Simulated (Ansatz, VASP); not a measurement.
## CuO: VASP beside Ansatz

File INCAR:

```
ALGO = Normal
EDIFF = 1E-6
ENCUT = 520
ISIF = 2
ISMEAR = -1
LASPH = T
LCHARG = T
LELF = T
LREAL = F
LVHAR = T
LWAVE = F
NBANDS = 44
NELM = 60
PREC = Accurate
SIGMA = 0.05
```

The input KPOINTS:

```
k-points
0
Gamma
  9 5 5
```

POSCAR

```
CuO
1.0
   -2.3418500000      1.7113000000      0.0000000000
    0.8500300000      0.0000000000     -5.0578700000
   -2.3418500000     -5.1339000000      0.0000000000
Cu O
4 4
Direct
    0.2479969100      0.0006014900      0.2432966400
    0.7479969100      0.0006014900      0.7432966400
    0.9979969100      0.5006014900      0.4932966400
    0.4979969100      0.5006014900      0.9932966400
    0.7071969100      0.7506014900      0.2840966400
    0.2071969100      0.7506014900      0.7840966400
    0.7887969100      0.2506014900      0.2024966400
    0.3048216600      0.2457895500      0.7561235500
```

Contents of input.yaml:

```yaml
crystal:
  lattice:
    - [-2.34185, 1.7113, 0.0]
    - [0.85003, 0.0, -5.05787]
    - [-2.34185, -5.1339, 0.0]
  atoms:
    - { symbol: Cu, position: [0.24799691, 0.00060149, 0.24329664] }
    - { symbol: Cu, position: [0.74799691, 0.00060149, 0.74329664] }
    - { symbol: Cu, position: [0.99799691, 0.50060149, 0.49329664] }
    - { symbol: Cu, position: [0.49799691, 0.50060149, 0.99329664] }
    - { symbol: O, position: [0.70719691, 0.75060149, 0.28409664] }
    - { symbol: O, position: [0.20719691, 0.75060149, 0.78409664] }
    - { symbol: O, position: [0.78879691, 0.25060149, 0.20249664] }
    - { symbol: O, position: [0.30482166, 0.24578955, 0.75612355] }
hamiltonian:
  xc: lda
  pseudopotentials: { kind: paw }
kpoints:
  mp_grid: { grid: [9, 5, 5] }
  band_path:
    path:
      - [[0.0, 0.0, -0.5], [0.0, 0.0, 0.0], [0.0, 0.5, 0.0]]
      - [[0.0, 0.5, -0.5], [0.0, 0.0, 0.0], [0.5, -0.5, 0.0]]
      - [[0.5, -0.5, -0.5], [0.0, 0.0, 0.0], [0.5, 0.0, 0.0]]
      - [[0.5, 0.0, -0.5], [0.0, 0.0, 0.0]]
    npoints: 10
scf:
  occupations: { method: fermi_dirac, width: 0.05 }
  n_extra_bands: 20
output:
  forces: true
  stress: true
  eigenvalues: true
  fatbands: true
  write_density: true
  write_potential: true
  elf: true
  volumetric_format: npy
```

Alike in both runs: functional LDA; k mesh 9 × 5 × 5; occupations fermi-dirac, width 0.05 eV; no spin polarisation.

|  | VASP | Ansatz |
| --- | --- | --- |
| version | VASP 6.6.1 | Ansatz 0.2.0 |
| potentials or method | VASP PAW LDA potentials, release 64 (Cu, O) | Ansatz PAW |
| plane-wave cutoff (eV) | 520 | 420 |
| valence electrons in the cell | 68 | 100 |
| task | single point | band structure |

|  | VASP | Ansatz | Ansatz less VASP |
| --- | --- | --- | --- |
| gap on the k mesh at the Fermi level (eV) | none | none | - |
| pressure (GPa) | -5.6 | -6.5 | -0.91 |
| traceless stress, the component that is largest in VASP (GPa) | 2.87 | 3.31 | +0.441 |
| rms of the force components (eV/Å) | 0.737 | 0.712 | -0.0254 |

LDA's correlation is that of Perdew and Zunger in VASP and of Perdew and Wang (1992) in Ansatz. Atom by atom the forces differ by 0.038 eV/Å (rms over components). A gap of «none» marks a metal or a gap that the smearing closes. VASP's potentials hold 68 valence electrons a cell and Ansatz's 100, so a difference there can come from the potentials and not from the codes.
